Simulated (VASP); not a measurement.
Input of a VASP 6.6.1 run:

INCAR

```
SYSTEM = SnO2
ALGO = Normal
EDIFF = 1E-7
ENCUT = 520
GGA = PE
ISIF = 2
ISMEAR = 0
IVDW = 12
LASPH = .TRUE.
LCHARG = .TRUE.
LELF = .TRUE.
LREAL = .FALSE.
LVHAR = .TRUE.
LWAVE = .FALSE.
NBANDS = 35
NELM = 80
PREC = Accurate
SIGMA = 0.05
```

File KPOINTS:

```
k-points
0
G
  12 12 4
  0 0 0
```

POSCAR

```
SnO2
1.0
    3.1575531076      0.0000000000      0.0000000000
   -1.5787765538      2.7345212049      0.0000000000
    0.0000000000      0.0000000000     10.1605007849
Sn O
2 4
Direct
   -0.0389919738      0.0000000000      0.5000000000
    0.0389919738      0.0000000000      0.0000000000
    0.6271796222      0.3333333333      0.4017901351
    0.7061537111      0.3333333333      0.0982098649
    0.2938462889      0.6666666667      0.5982098649
    0.3728203778      0.6666666667      0.9017901351
```

Potentials or basis: VASP PAW PBE potentials, release 64 (Sn_d, O).

Command:

```bash
$ cat potpaw_PBE.64/Sn_d/POTCAR potpaw_PBE.64/O/POTCAR > POTCAR
$ mpirun -np 1 vasp_std > vasp.out
```

Q: Predict the band gap on the k mesh.

A: 2.39 eV, indirect (least direct gap 2.83 eV).

Q: What does it give for the pressure?

A: 8.4 GPa.

Forces on the atoms (eV/Å):
```
Sn  -0.031  0.000  0.000
Sn   0.031  0.000  0.000
O   -0.002 -0.001 -0.667
O    0.002 -0.001  0.667
O   -0.002  0.001  0.667
O    0.002  0.001 -0.667
```

Caveat: spin-orbit coupling is left out, which moves the levels of the heavy elements. As with any semilocal functional, this PBE gap is likely too small.
